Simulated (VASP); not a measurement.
# Ni (Fm-3m) in VASP: further runs, part 2 of 2

VASP 6.6.1. The steps go on from the part before.

## Step 3: Single point, r2SCAN, collinear spin, ferromagnetic start (9.66 Å³/atom)

This run uses another cell than the first one, of 9.66 Å³/atom.

Input file POSCAR:

```
Ni
1.0
    0.0000000000      1.6904267604      1.6904267604
    1.6904267604      0.0000000000      1.6904267604
    1.6904267604      1.6904267604      0.0000000000
Ni
1
Direct
    0.0000000000      0.0000000000      0.0000000000
```

Input file INCAR.step1:

```
SYSTEM = Ni
ALGO = Normal
EDIFF = 1E-4
ENCUT = 520
GGA = PE
ISMEAR = -1
ISPIN = 2
LASPH = .True.
LCHARG = .False.
LMAXMIX = 4
LREAL = .False.
LWAVE = .True.
MAGMOM = 0.807
NBANDS = 15
NELM = 150
PREC = Accurate
SIGMA = 0.05
```

Input file INCAR.step2:

```
SYSTEM = Ni
ALGO = Normal
EDIFF = 1E-6
ENCUT = 520
ISIF = 2
ISMEAR = -1
ISPIN = 2
ISTART = 1
LASPH = .True.
LCHARG = .False.
LMAXMIX = 4
LMIXTAU = .True.
LORBIT = 11
LREAL = .False.
LWAVE = .False.
MAGMOM = 0.807
METAGGA = R2SCAN
NBANDS = 15
NELM = 150
PREC = Accurate
SIGMA = 0.05
```

Input file KPOINTS:

```
k-points
0
Gamma
  25 25 25
  0 0 0
```

Potentials or basis: VASP PAW PBE potentials, release 64 (Ni).

The run is started by

```bash
> cat potpaw_PBE.64/Ni/POTCAR > POTCAR
> cp INCAR.step1 INCAR
> mpirun -np 1 vasp_std > vasp.out
> cp INCAR.step2 INCAR
> mpirun -np 1 vasp_std > vasp.out
```

OUTCAR:

```text
SYSTEM = Ni
   EDIFF = 1E-6
   ENCUT = 520
   ISIF = 2
   ISMEAR = -1
   ISPIN = 2
   ISTART = 1
   LASPH = .True.
   LORBIT = 11
   LREAL = .False.
   METAGGA = R2SCAN
   NELM = 150
   PREC = Accurate

 ion  position               nearest neighbor table
   1  0.000  0.000  0.000-

  LATTYP: Found a face centered cubic cell.
 ALAT       =     3.3808535208

  Lattice vectors:

 A1 = (   0.0000000000,   1.6904267604,   1.6904267604)
 A2 = (   1.6904267604,   0.0000000000,   1.6904267604)
 A3 = (   1.6904267604,   1.6904267604,   0.0000000000)

Analysis of symmetry for initial positions (statically):
=====================================================================
 Subroutine PRICEL returns:
 Original cell was already a primitive cell.

 Routine SETGRP: Setting up the symmetry group for a
 face centered cubic supercell.

 Subroutine GETGRP returns: Found 48 space group operations
 (whereof 48 operations were pure point group operations)
 out of a pool of 48 trial point group operations.

The static configuration has the point symmetry O_h .

Analysis of symmetry for dynamics (positions and initial velocities):
=====================================================================
 Subroutine PRICEL returns:
 Original cell was already a primitive cell.

 Routine SETGRP: Setting up the symmetry group for a
 face centered cubic supercell.

 Subroutine GETGRP returns: Found 48 space group operations
 (whereof 48 operations were pure point group operations)
 out of a pool of 48 trial point group operations.

The dynamic configuration has the point symmetry O_h .

Analysis of structural, dynamic, and magnetic symmetry:
=====================================================================
 Subroutine PRICEL returns:
 Original cell was already a primitive cell.

 Routine SETGRP: Setting up the symmetry group for a
 face centered cubic supercell.

 Subroutine GETGRP returns: Found 48 space group operations
 (whereof 48 operations were pure point group operations)
 out of a pool of 48 trial point group operations.

[... 150 lines left out ...]
 fundamental gap:      0.0029840187
 Fermi energy:        11.0878460279

 spin component 1

 k-point     1 :       0.0000    0.0000    0.0000
  band No.  band energies     occupation
      1       0.8077      1.00000
      2       7.8712      1.00000
      3       7.8712      1.00000
      4       7.8712      1.00000
      5       9.3540      1.00000
      6       9.3540      1.00000
      7      36.6749      0.00000
      8      41.8037      0.00000
      9      41.8037      0.00000
     10      41.8041      0.00000
     11      44.9251      0.00000
     12      44.9251      0.00000
     13      44.9252      0.00000
     14      47.9604      0.00000
[... 403 lines left out ...]
      4       9.2107      1.00000
      5      10.0642      1.00000
      6      10.4126      1.00000
      7      19.0539      0.00000
      8      34.9849      0.00000
      9      37.7973      0.00000
     10      38.9948      0.00000
     11      42.1597      0.00000
     12      43.1098      0.00000
     13      48.8369      0.00000
     14      53.8942      0.00000
     15      59.3403      0.00000

 [... further k-points ...]

 spin component 2

 k-point     1 :       0.0000    0.0000    0.0000
  band No.  band energies     occupation
      1       0.5716      1.00000
      2       9.1117      1.00000
      3       9.1117      1.00000
      4       9.1117      1.00000
      5      10.0878      1.00000
      6      10.0878      1.00000
      7      36.4448      0.00000
      8      41.9089      0.00000
      9      41.9090      0.00000
     10      41.9090      0.00000
     11      45.2137      0.00000
     12      45.2137      0.00000
     13      45.2137      0.00000
     14      48.0566      0.00000
[... 403 lines left out ...]
      4       9.5234      1.00000
      5      11.2219      0.06415
      6      11.3259      0.00848
      7      19.5854      0.00000
      8      34.9054      0.00000
      9      38.0358      0.00000
     10      39.2679      0.00000
     11      42.3028      0.00000
     12      43.2984      0.00000
     13      49.2902      0.00000
     14      56.1974      0.00000
     15      59.7932      0.00000

 [... further k-points ...]
[... 5 lines left out ...]
  --------------------------------------------------------------------------------------
  -------------------------------------------------------------------------------------
  Total        1.4037307      1.4037307      1.4037307      0.0000000      0.0000000      0.0000000
  in kB      232.7958971    232.7958971    232.7958971      0.0000000      0.0000000      0.0000000
  external PRESSURE =     232.7958971 kB  Pullay stress =       0.0000000 kB

 VOLUME and BASIS-vectors are now :
 -----------------------------------------------------------------------------
  energy-cutoff  :      520.00
  volume of cell :        9.66
      direct lattice vectors                 reciprocal lattice vectors
     0.000000000  1.690426760  1.690426760    -0.295783297  0.295783297  0.295783297
     1.690426760  0.000000000  1.690426760     0.295783297 -0.295783297  0.295783297
     1.690426760  1.690426760  0.000000000     0.295783297  0.295783297 -0.295783297

 POSITION                                       TOTAL-FORCE (eV/Angst)
 -----------------------------------------------------------------------------------
      0.00000      0.00000      0.00000        -0.000000     -0.000000      0.000000
 -----------------------------------------------------------------------------------
    total drift:                                0.000000     -0.000000      0.000000

  FREE ENERGIE OF THE ION-ELECTRON SYSTEM (eV)
  ---------------------------------------------------
  free  energy   TOTEN  =       -11.8905141043 eV

  energy  without entropy=      -11.8802855145  energy(sigma->0) =      -11.88539981

 total charge

# of ion       s       p       d       tot
------------------------------------------
    1        0.569   0.635   8.382   9.586

 magnetization (x)

# of ion       s       p       d       tot
------------------------------------------
    1       -0.010  -0.043   0.744   0.691
```

OSZICAR.step1:

```text
N       E                     dE             d eps       ncg     rms          rms(c)
DAV:   1     0.328006175953E+02    0.32801E+02   -0.41864E+03 29409   0.884E+02
DAV:   2    -0.504146400586E+01   -0.37842E+02   -0.35128E+02 30933   0.165E+02
DAV:   3    -0.637347766423E+01   -0.13320E+01   -0.13240E+01 33586   0.304E+01
DAV:   4    -0.637984454459E+01   -0.63669E-02   -0.63662E-02 34060   0.200E+00
DAV:   5    -0.637989495069E+01   -0.50406E-04   -0.50404E-04 34288   0.159E-01    0.112E+01
DAV:   6    -0.559652982382E+01    0.78337E+00   -0.10812E+01 39452   0.374E+01    0.505E+00
DAV:   7    -0.539246799658E+01    0.20406E+00   -0.14648E+00 34355   0.125E+01    0.240E+00
DAV:   8    -0.537266672581E+01    0.19801E-01   -0.23585E-02 39090   0.111E+00    0.949E-01
DAV:   9    -0.537096059668E+01    0.17061E-02   -0.11432E-03 44391   0.199E-01    0.249E-01
DAV:  10    -0.537066151757E+01    0.29908E-03   -0.20581E-04 31474   0.746E-02    0.474E-02
DAV:  11    -0.537064599543E+01    0.15522E-04   -0.40233E-05 26369   0.458E-02
   1 F= -.53706460E+01 E0= -.53644650E+01  d E =-.123620E-01  mag=     0.6004
```

Run time: 5.2 min. Hardware: 1 thread of AMD EPYC 9R45 (Zen 5), shared host; peak memory 0.18 GiB.

What came out:

- Free energy: -11.8905 eV
- Pressure: 23.3 GPa
- Net moment: 0.68 μB per cell
- Site moments: Ni +0.69 μB
- Valence electrons inside the program's atomic spheres: Ni 9.59

Caveat: the cell stands under pressure; the PAW data sets were made with another functional, which shifts forces and pressure a little.

## Step 4: Single point, r2SCAN, collinear spin, ferromagnetic start (10.08 Å³/atom)

This run uses another cell than the first one, of 10.08 Å³/atom.

Input file POSCAR:

```
Ni
1.0
    0.0000000000      1.7145789772      1.7145789772
    1.7145789772      0.0000000000      1.7145789772
    1.7145789772      1.7145789772      0.0000000000
Ni
1
Direct
    0.0000000000      0.0000000000      0.0000000000
```

Input file INCAR.step1:

```
PREC     = Accurate       # precision mode
ENCUT    = 520            # plane-wave cutoff, eV
ISMEAR   = -1             # smearing method
SIGMA    = 0.05           # smearing width, eV
LREAL    = False          # projectors in reciprocal space
LASPH    = True           # aspherical terms in the spheres
NELM     = 150            # most SCF steps
ISPIN    = 2              # spin polarisation
MAGMOM   = 0.807          # initial moments
LMAXMIX  = 4              # l up to which the mixer works
NBANDS   = 15             # bands
GGA      = PE             # functional
ALGO     = Normal         # electronic algorithm
EDIFF    = 1E-4           # SCF threshold, eV
LWAVE    = True           # write WAVECAR
LCHARG   = False          # write CHGCAR
```

Input file INCAR.step2:

```
PREC     = Accurate       # precision mode
ENCUT    = 520            # plane-wave cutoff, eV
EDIFF    = 1E-6           # SCF threshold, eV
ISMEAR   = -1             # smearing method
SIGMA    = 0.05           # smearing width, eV
LREAL    = False          # projectors in reciprocal space
LASPH    = True           # aspherical terms in the spheres
NELM     = 150            # most SCF steps
ALGO     = Normal         # electronic algorithm
ISIF     = 2              # what is computed and relaxed
LWAVE    = False          # write WAVECAR
LCHARG   = False          # write CHGCAR
ISPIN    = 2              # spin polarisation
MAGMOM   = 0.807          # initial moments
LORBIT   = 11             # projections on sites
LMAXMIX  = 4              # l up to which the mixer works
METAGGA  = R2SCAN         # meta-GGA
LMIXTAU  = True         
NBANDS   = 15             # bands
ISTART   = 1
```

Input file KPOINTS:

```
Automatic mesh
0
Gamma
  25 25 25
```

The run is started by

```bash
> cat potpaw_PBE.64/Ni/POTCAR > POTCAR
> cp INCAR.step1 INCAR
> mpirun -np 1 vasp_std > vasp.out
> cp INCAR.step2 INCAR
> mpirun -np 1 vasp_std > vasp.out
```

It took 5 min on 1 thread of AMD EPYC 9R45 (Zen 5), shared host; peak memory 0.18 GiB.

Results (log left out):

```
Free energy                                           : -11.9341 eV
Pressure                                              : 10.9 GPa
Net moment                                            : 0.71 μB per cell
Site moments                                          : Ni +0.72 μB
Valence electrons inside the program's atomic spheres : Ni 9.49
```

Levels at points of the mesh, in eV from the Fermi level:
Spin up:
| k point | band 2 | band 3 | band 4 | band 5 | band 6 | band 7 | band 8 | band 9 |
| --- | --- | --- | --- | --- | --- | --- | --- | --- |
| (0.00, 0.00, 0.00) | -3.13 | -3.13 | -3.13 | -1.71 | -1.71 | 25.21 | 29.98 | 29.98 |
Spin down:
| k point | band 1 | band 2 | band 3 | band 4 | band 5 | band 6 | band 7 | band 8 |
| --- | --- | --- | --- | --- | --- | --- | --- | --- |
| (0.00, 0.00, 0.00) | -10.21 | -1.83 | -1.83 | -1.83 | -0.96 | -0.96 | 24.97 | 30.09 |

Caveat: the cell stands under pressure; the PAW data sets were made with another functional, which shifts forces and pressure a little.

## Step 5: Summary

| cell | gap on the mesh (eV) | pressure (GPa) | moment (μB) |
| --- | --- | --- | --- |
| a = 2.355 Å, angles 60.0°, 1 atom | none | 38.9 | 0.66 |
| a = 2.391 Å, angles 60.0°, 1 atom | none | 23.3 | 0.68 |
| a = 2.425 Å, angles 60.0°, 1 atom | none | 10.9 | 0.71 |

Alike in all rows: task single point; level r2SCAN; potentials or basis VASP PAW PBE potentials, release 64 (Ni); spin collinear, ferromagnetic start; k mesh 25 × 25 × 25; cutoff (eV) 520; smearing fermi-dirac 0.05 eV.

Caveats: the cell stands under pressure; the PAW data sets were made with another functional, which shifts forces and pressure a little.

Absolute energies hang on the potentials; compare differences alone.
